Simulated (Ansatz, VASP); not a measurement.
# Two plane-wave programs on Mg

File INCAR:

```
SYSTEM = Mg
  PREC = Accurate
  ENCUT = 520
  EDIFF = 1E-6
  ISMEAR = -1
  SIGMA = 0.01
  LREAL = .FALSE.
  LASPH = .TRUE.
  NELM = 80
  ALGO = Fast
  ISIF = 2
  LWAVE = .FALSE.
  LCHARG = .FALSE.
  GGA = B5
  ALDAX = 1.0
  AGGAX = 1.0
  AGGAC = 1.0
  ALDAC = 0.0
  IVDW = 13
  VDW_S6 = 1.0
  VDW_S8 = 2.34076671
  VDW_A1 = 0.44488865
  VDW_A2 = 4.0933009
  NBANDS = 7
  ISYM = 0
```

Contents of KPOINTS:

```
Automatic mesh
0
G
  11 11 11
  0 0 0
```

File POSCAR:

```
Mg
1.0
   -1.7727644967      1.7727644967      1.7727644967
    1.7727644967     -1.7727644967      1.7727644967
    1.7727644967      1.7727644967     -1.7727644967
Mg
1
Direct
    0.0000000000      0.0000000000      0.0000000000
```

input.yaml

```yaml
crystal:
  lattice:
    - [-1.7727644967, 1.7727644967, 1.7727644967]
    - [1.7727644967, -1.7727644967, 1.7727644967]
    - [1.7727644967, 1.7727644967, -1.7727644967]
  atoms:
    - { symbol: Mg, position: [0.0, 0.0, 0.0] }
  symmetry: { detect: false }
hamiltonian:
  xc: blyp
  pseudopotentials: { kind: paw }
  dispersion: d4
kpoints:
  mp_grid: { grid: [11, 11, 11] }
scf:
  occupations: { method: fermi_dirac, width: 0.01 }
output:
  forces: true
  stress: true
  eigenvalues: true
  write_density: true
  write_potential: true
  elf: true
  volumetric_format: npy
```

Alike in both runs: functional BLYP; dispersion D4; k mesh 11 × 11 × 11; occupations fermi-dirac, width 0.01 eV; no spin polarisation.

```csv
,VASP,Ansatz
version,VASP 6.6.1,Ansatz 0.2.0
potentials or method,"VASP PAW PBE potentials, release 64 (Mg)",Ansatz PAW
plane-wave cutoff (eV),520,420
valence electrons in the cell,2,10
task,single point,electron localisation function
```

|  | VASP | Ansatz | Ansatz less VASP |
| --- | --- | --- | --- |
| gap on the k mesh at the Fermi level (eV) | none | none | - |
| pressure (GPa) | -0.6 | -0.5 | +0.04 |

VASP's potentials were made for PBE, not for BLYP. A gap of «none» marks a metal or a gap that the smearing closes. VASP's potentials hold 2 valence electrons a cell and Ansatz's 10, so a difference there can come from the potentials and not from the codes.
